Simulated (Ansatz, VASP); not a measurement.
# Ge in VASP and in Ansatz

```xyz
2
Lattice="0.0000 2.8995 2.9702 2.8995 0.0000 2.9702 2.8995 2.8995 0.0000" Properties=species:S:1:pos:R:3 pbc="T T T"
Ge    2.8995    2.8995    2.9702
Ge    4.3492    4.3492    4.4553
```

Change from the starting cell: strain +0.025 along x and y, +0.050 along z, atoms carried along.

Alike in both runs: task single point; functional PBE; k mesh 14 × 14 × 14; occupations gaussian, width 0.15 eV; no spin polarisation.

```csv
,VASP,Ansatz
version,VASP 6.6.1,Ansatz 0.2.0
potentials or method,"VASP PAW PBE potentials, release 64 (Ge_d), cutoff 520 eV","scalar-relativistic, plane waves, PAW"
valence electrons in the cell,28,28
```

Ansatz gave:

| Quantity | Value |
| --- | --- |
| gap on the k mesh at the Fermi level (eV) | none |
| pressure (GPa) | -2.3 |
| traceless stress, the component that is largest in VASP (GPa) | -1.04 |

Q: Estimate VASP's values.

A: gap on the k mesh at the Fermi level (eV): none; pressure (GPa): -2.4; traceless stress, the component that is largest in VASP (GPa): -1.04.

A gap of «none» marks a metal or a gap that the smearing closes. With one functional, cell and mesh, what is left measures potentials, basis and numerics.
